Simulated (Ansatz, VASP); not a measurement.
## Two plane-wave programs on RbCl

```
Rb Cl
1.0
     4.63014    0.00000    0.00000
    -2.31507    4.00981    0.00000
     0.00000    0.00000   11.34147
Rb Cl
3 3
Direct
  0.00000 0.00000 0.00000
  0.33333 0.66667 0.33333
  0.66667 0.33333 0.66667
  0.66667 0.33333 0.16667
  0.00000 0.00000 0.50000
  0.33333 0.66667 0.83333
```

Alike in both runs: task relaxation of cell and atoms; functional PBE; k mesh 6 × 6 × 2; occupations gaussian, width 0.02 eV; no spin polarisation.

|  | VASP | Ansatz |
| --- | --- | --- |
| version | VASP 6.6.1 | Ansatz 0.2.0 |
| potentials or method | VASP PAW PBE potentials, release 64 (Rb_sv, Cl), cutoff 500 eV | scalar-relativistic, plane waves, PAW |
| valence electrons in the cell | 48 | 48 |

Ansatz gave:

* gap on the k mesh at the Fermi level, each at its own relaxed structure (eV): 4.84
* relaxed volume (Å³/atom): 37.57
* relaxed cell length with the largest relative difference (Å): 11.602

Q: What did VASP give for the same quantities?

A: gap on the k mesh at the Fermi level, each at its own relaxed structure (eV): 4.84; relaxed volume (Å³/atom): 37.54; relaxed cell length with the largest relative difference (Å): 11.599.
